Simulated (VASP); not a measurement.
Sn: single point with revPBE

Crystal: Sn.

```
Sn
1.0
    -2.99219    2.99219    1.62162
     2.99219   -2.99219    1.62162
     2.99219    2.99219   -1.62162
Sn
2
Cartesian
  0.0000 0.0000 0.0000
  0.0000 2.9922 0.8108
```

| Property | Result |
| --- | --- |
| Program | VASP 6.6.1 |
| Task | single point |
| Functional | revPBE |
| Potentials or basis | VASP PAW PBE potentials, release 64 (Sn_d) |
| Cutoff | 520 eV |
| k mesh | 9 × 9 × 9 |
| Occupations | fermi-dirac, width 0.05 eV |
| Spin | no spin polarisation |

| Item | Value |
| --- | --- |
| Pressure | 0.0 GPa |
| Band gap on the k mesh | zero (bands 14 and 15 overlap by 3.73 eV) |

Levels at points of the mesh, in eV from the Fermi level:
```csv
k point,band 12,band 13,band 14,band 15,band 16,band 17
"(0.00, 0.00, 0.00)",-3.85,-1.83,-1.83,3.03,5.86,5.86
```

It took 80 s on 1 thread of AMD EPYC 7R13 Processor (Zen 3) (shared host), peak memory 0.21 GiB.

Caveat: the PAW data sets were made with another functional, which shifts forces and pressure a little; spin-orbit coupling is left out, which moves the levels of the heavy elements.
